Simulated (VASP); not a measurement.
Wanted: the native input for a VASP 6.6.1 run.

* Task: single point
* Functional: PBE
* Potentials or basis: VASP PAW PBE potentials, release 64 (B, Pd)
* Cutoff: 520 eV
* k mesh: 6 × 4 × 4
* Occupations: methfessel-paxton, width 0.065 eV
* Spin: no spin polarisation
* Dipole correction: no
* Further INCAR settings: ALGO = Fast; EDIFF = 1e-07; NBANDS = 30

The structure of BPd4 lies in POSCAR:

```
BPd4
1.0
    2.8920299704      0.0000000000      0.0000000000
    0.0000000000      4.3650077954      0.0000000000
    0.0000000000      0.0000000000      5.8563150000
B Pd
1 4
Direct
    0.5000000000      0.0000000000      0.8632270000
    0.5000000000      0.5000000000      0.8675610000
    0.0000000000      0.5000000000      0.3291640000
    0.0000000000      0.0000000000      0.6194700000
    0.5000000000      0.0000000000      0.1975780000
```

One way to write it, as run:

INCAR

```
  PREC = Accurate
  ENCUT = 520
  EDIFF = 1E-7
  ISMEAR = 1
  SIGMA = 0.065
  LREAL = False
  LASPH = True
  NELM = 100
  ALGO = Fast
  ISIF = 2
  LWAVE = False
  LCHARG = True
  GGA = PE
  LELF = True
  LVHAR = True
  NBANDS = 30
```

KPOINTS

```
regular mesh
0
Gamma
  6 4 4
```

Potentials or basis: VASP PAW PBE potentials, release 64 (B, Pd).

Launch:

```sh
$ cat potpaw_PBE.64/B/POTCAR potpaw_PBE.64/Pd/POTCAR > POTCAR
$ mpirun -np 1 vasp_std > vasp.out
```

Results of the run:

```yaml
Pressure: -1.3 GPa
Largest_force: 0.222 eV/Å
Band_gap_on_the_k_mesh: zero (an odd number of electrons rules out a gap without spin polarisation)
```

Caveat: the k points lie up to 0.36 Å⁻¹ apart, too coarse for converged energies and pressures of a metal.

It took 2.6 min on 1 thread of AMD EPYC 7R13, with other jobs on the host, peak memory 0.19 GiB.
